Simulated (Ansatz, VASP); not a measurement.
## Two plane-wave programs on Os

The input INCAR:

```
SYSTEM = Os
PREC = Accurate
ENCUT = 520
EDIFF = 1E-8
ISMEAR = -1
SIGMA = 0.05
LREAL = .False.
LASPH = .True.
NELM = 80
ALGO = Normal
ISIF = 2
LWAVE = .False.
LCHARG = .False.
GGA = PE
LEFG = .True.
NBANDS = 15
```

Contents of KPOINTS:

```
Automatic mesh
0
Gamma
  15 15 9
  0 0 0
```

Contents of POSCAR:

```
Os
1.0
    2.6877503439      0.0000000000      0.0000000000
   -1.3438751720      2.3276600768      0.0000000000
    0.0000000000      0.0000000000      4.2464705989
Os
2
Direct
    0.3333333333      0.6666666667      0.2500000000
    0.6666666667      0.3333333333      0.7500000000
```

Input for Ansatz:

```yaml
crystal:
  lattice:
    - [2.6877503439, 0.0, 0.0]
    - [-1.343875172, 2.3276600768, 0.0]
    - [0.0, 0.0, 4.2464705989]
  atoms:
    - { symbol: Os, position: [0.3333333333, 0.6666666667, 0.25] }
    - { symbol: Os, position: [0.6666666667, 0.3333333333, 0.75] }
kpoints:
  mp_grid: { grid: [15, 15, 9] }
scf:
  occupations: { method: fermi_dirac, width: 0.05 }
hamiltonian:
  xc: pbe
  pseudopotentials: { kind: paw }
output:
  forces: true
  stress: true
  eigenvalues: true
  efg: { contact_densities: true }
```

Change from the starting cell: volume scaled by 0.95, PAW files.

Alike in both runs: task electric field gradients; functional PBE; k mesh 15 × 15 × 9; occupations fermi-dirac, width 0.05 eV; no spin polarisation.

|  | VASP | Ansatz |
| --- | --- | --- |
| version | VASP 6.6.1 | Ansatz 0.2.0 |
| potentials or method | VASP PAW PBE potentials, release 64 (Os) | PAW with Ansatz's default frozen-core files, scalar-relativistic |
| plane-wave cutoff (eV) | 520 | 420 |
| valence electrons in the cell | 16 | 32 |

VASP gave:

| Property | Result |
| --- | --- |
| pressure (GPa) | 34.7 |
| traceless stress, the component that is largest in VASP (GPa) | 1.67 |
| size of Vzz on the site where it differs most (V/Å²) | 85.7 |

Task: Estimate Ansatz's values.

Result: Pressure (GPa): 34.0; traceless stress, the component that is largest in VASP (GPa): 1.75; size of Vzz on the site where it differs most (V/Å²): 62.9.

Both programs put the cell under a high pressure, so it lies far from rest at this level. VASP's potentials hold 16 valence electrons a cell and Ansatz's 32, so a difference there can come from the potentials and not from the codes.

Neither program's run includes spin-orbit coupling.
